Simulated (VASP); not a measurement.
Wanted: the native input for a VASP 6.6.1 run.

* Task: single point
* Functional: LDA
* Potentials or basis: VASP PAW LDA potentials, release 64 (Mg, O)
* Cutoff: 600 eV
* k mesh: 12 × 12 × 8
* Occupations: gaussian, width 0.01 eV
* Spin: no spin polarisation
* Dipole correction: no
* Further INCAR settings: ALGO = Normal; EDIFF = 1e-06; NBANDS = 11

The structure of MgO lies in POSCAR:

```
MgO
1.0
    2.9766836048      0.0000000000      0.0000000000
   -1.4883412958      2.5778838002      0.0000000000
    0.0000000000      0.0000000000      2.7149429912
Mg O
1 1
Direct
    0.0000000000      0.0000000000      0.0000000000
    0.3333333333      0.6666666667      0.5000000000
```

One way to write it, as run:

INCAR

```
SYSTEM = MgO
PREC = Accurate ; ENCUT = 600
EDIFF = 1E-6 ; ISMEAR = 0
SIGMA = 0.01 ; LREAL = .False.
LASPH = .True. ; NELM = 120
ALGO = Normal ; ISIF = 2
LWAVE = .False. ; LCHARG = .False.
NBANDS = 11 ; GGA_COMPAT = .False.
```

KPOINTS

```
regular mesh
0
Gamma
  12 12 8
  0 0 0
```

Potentials or basis: VASP PAW LDA potentials, release 64 (Mg, O).

The run is started by

```bash
$ cat potpaw_LDA.64/Mg/POTCAR potpaw_LDA.64/O/POTCAR > POTCAR
$ mpirun -np 1 vasp_std > vasp.out
```

It gave:

```json
{
 "Pressure": "-15.4 GPa",
 "Band gap on the k mesh": "2.66 eV (least direct gap 3.06 eV)"
}
```

Caveat: the cell stands under tension.

Wall time 24 s on 1 thread of Intel Xeon 8259CL, with other jobs on the host, peak memory 0.14 GiB.
